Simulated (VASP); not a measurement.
**Ga2O3: single point with r2SCAN**

The system is Ga2O3.

```
Ga O
1.0
     0.00000    3.03906    0.00000
    -6.12784    1.51953   -0.00253
    -2.77671    0.00000   11.12995
Ga O
8 12
Direct
  0.09326 0.81349 0.90949
  0.09173 0.81654 0.40275
  0.91132 0.17737 0.61073
  0.90979 0.18042 0.10399
  0.66073 0.67854 0.66610
  0.65921 0.68159 0.15936
  0.34384 0.31232 0.85412
  0.34232 0.31537 0.34738
  0.16590 0.66819 0.56205
  0.16438 0.67124 0.05531
  0.83867 0.32267 0.95816
  0.83714 0.32571 0.45142
  0.17572 0.64855 0.79230
  0.17420 0.65160 0.28556
  0.82885 0.34231 0.72792
  0.82732 0.34535 0.22118
  0.49820 0.00360 0.63658
  0.49668 0.00665 0.12985
  0.50637 0.98726 0.88363
  0.50485 0.99030 0.37689
```

This cell differs from its parent crystal: the distance across one plane changed.

| Property | Result |
| --- | --- |
| Program | VASP 6.6.1 |
| Task | single point |
| Functional | r2SCAN |
| Potentials or basis | VASP PAW PBE potentials, release 64 (Ga_d, O) |
| Cutoff | 520 eV |
| k mesh | 8 × 4 × 2 |
| Occupations | gaussian, width 0.05 eV |
| Spin | no spin polarisation |
| Dipole correction | no |
| Further INCAR settings | LREAL = Auto; ALGO = Normal; EDIFF = 1e-07; NBANDS = 104; ISYM = 0 |

* Pressure: 6.1 GPa
* Largest force: 3.709 eV/Å
* Band gap on the k mesh: 3.07 eV

Forces on the atoms (eV/Å):
```
Ga  -0.888 -0.004 -3.589
Ga   0.025 -0.019  0.002
Ga   0.001  0.009  0.006
Ga   0.892  0.015  3.600
Ga  -0.014  0.002  0.052
Ga  -0.105  0.008  0.600
Ga   0.093  0.001 -0.570
Ga   0.032 -0.008 -0.049
O    0.065 -0.001  0.010
O    1.068 -0.001  3.543
O   -1.073  0.002 -3.549
O   -0.069 -0.002 -0.021
O    0.154  0.004 -0.153
O    0.043  0.000 -0.123
O   -0.040 -0.001  0.119
O   -0.166 -0.001  0.145
O    0.061  0.000  0.022
O    0.426  0.000  0.304
O   -0.428  0.001 -0.317
O   -0.075 -0.004 -0.030
```

Stress tensor (GPa, compression positive):
```
 2.56  0.01  2.48
 0.01  2.81  0.01
 2.48  0.01 12.85
```

Levels at points of the mesh, in eV from the valence-band top:
```tsv
k point	band 84	band 85	band 86	band 87	band 88	band 89	band 90	band 91	band 92	band 93
(0.00, 0.00, 0.00)	-0.57	-0.56	-0.55	-0.31	0.00	3.07	5.44	5.60	6.56	7.39
(0.50, 0.00, 0.00)	-0.85	-0.81	-0.74	-0.52	-0.09	6.28	7.45	7.58	7.66	8.13
(0.00, 0.50, 0.00)	-0.65	-0.60	-0.59	-0.12	-0.10	5.22	5.48	5.89	6.09	6.48
(0.50, 0.50, 0.00)	-0.85	-0.81	-0.74	-0.52	-0.09	6.28	7.45	7.58	7.66	8.13
(0.00, 0.00, 0.50)	-0.60	-0.60	-0.53	-0.44	-0.28	3.91	4.03	6.55	6.89	7.17
(0.50, 0.00, 0.50)	-0.88	-0.74	-0.60	-0.45	-0.31	6.68	6.73	7.91	8.03	8.33
(0.00, 0.50, 0.50)	-0.68	-0.66	-0.49	-0.23	-0.07	5.36	5.37	6.05	6.06	6.72
(0.50, 0.50, 0.50)	-0.88	-0.74	-0.60	-0.45	-0.31	6.68	6.73	7.91	8.03	8.33
```

It took 18 min on 4 MPI ranks on Intel(R) Xeon(R) Platinum 8259CL CPU @ 2.50GHz (Skylake/Cascade Lake), with other jobs on the host, peak memory 0.63 GiB a rank.

Caveat: the cell differs from its parent crystal (the distance across one plane changed); the stress differs along the axes, from 3 to 13 GPa; the PAW data sets were made with another functional, which shifts forces and pressure a little.
